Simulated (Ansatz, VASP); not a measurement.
## One calculation of Ag, two programs

INCAR

```
SYSTEM = Ag
ALGO     = Normal         ! electronic algorithm
EDIFF    = 1E-6           ! SCF threshold, eV
ENCUT    = 520            ! plane-wave cutoff, eV
GGA      = PS             ! functional
ISIF     = 2              ! what is computed and relaxed
ISMEAR   = 0              ! smearing method
LASPH    = .TRUE.         ! aspherical terms in the spheres
LCHARG   = .FALSE.        ! write CHGCAR
LREAL    = .FALSE.        ! projectors in reciprocal space
LWAVE    = .FALSE.        ! write WAVECAR
NBANDS   = 12             ! bands
NELM     = 60             ! most SCF steps
PREC     = Accurate       ! precision mode
SIGMA    = 0.15           ! smearing width, eV
```

KPOINTS

```
k-points
0
G
  20 20 20
  0 0 0
```

File POSCAR:

```
Ag
1.0
   -1.5232016800      1.5232016800      1.5232016800
    1.5232016800     -1.5232016800      1.5232016800
    1.5232016800      1.5232016800     -1.5232016800
Ag
1
Direct
    0.0000000000      0.0000000000      0.0000000000
```

Input for Ansatz:

```yaml
crystal:
  lattice:
    - [-1.52320168, 1.52320168, 1.52320168]
    - [1.52320168, -1.52320168, 1.52320168]
    - [1.52320168, 1.52320168, -1.52320168]
  atoms:
    - { symbol: Ag, position: [0.0, 0.0, 0.0] }
basis:
  ecutwfc: 420
kpoints:
  mp_grid: { grid: [20, 20, 20] }
hamiltonian:
  xc: pbesol
scf:
  occupations: { method: gaussian, width: 0.15 }
output:
  forces: true
  stress: true
  eigenvalues: true
```

Change from the starting cell: strain -0.080 along x and y, -0.080 along z, atoms carried along.

Alike in both runs: task single point; functional PBEsol; k mesh 20 × 20 × 20; occupations gaussian, width 0.15 eV; no spin polarisation.

```csv
,VASP,Ansatz
version,VASP 6.6.1,Ansatz 0.2.0
potentials or method,"VASP PAW PBE potentials, release 64 (Ag), cutoff 520 eV","scalar-relativistic, plane waves, PAW"
valence electrons in the cell,11,19
```

Ansatz gave:

| Item | Value |
| --- | --- |
| gap on the k mesh at the Fermi level (eV) | none |
| pressure (GPa) | 32.0 |

Problem. Which values does VASP return?

Solution. gap on the k mesh at the Fermi level (eV): none; pressure (GPa): 31.4.

VASP's potentials were made for PBE, not for PBEsol. A gap of «none» marks a metal or a gap that the smearing closes. Both programs put the cell under a high pressure, so it lies far from rest at this level. The functional is the same, so the differences come from potentials, cutoffs and numerics. VASP's potentials hold 11 valence electrons a cell and Ansatz's 19, so a difference there can come from the potentials and not from the codes.
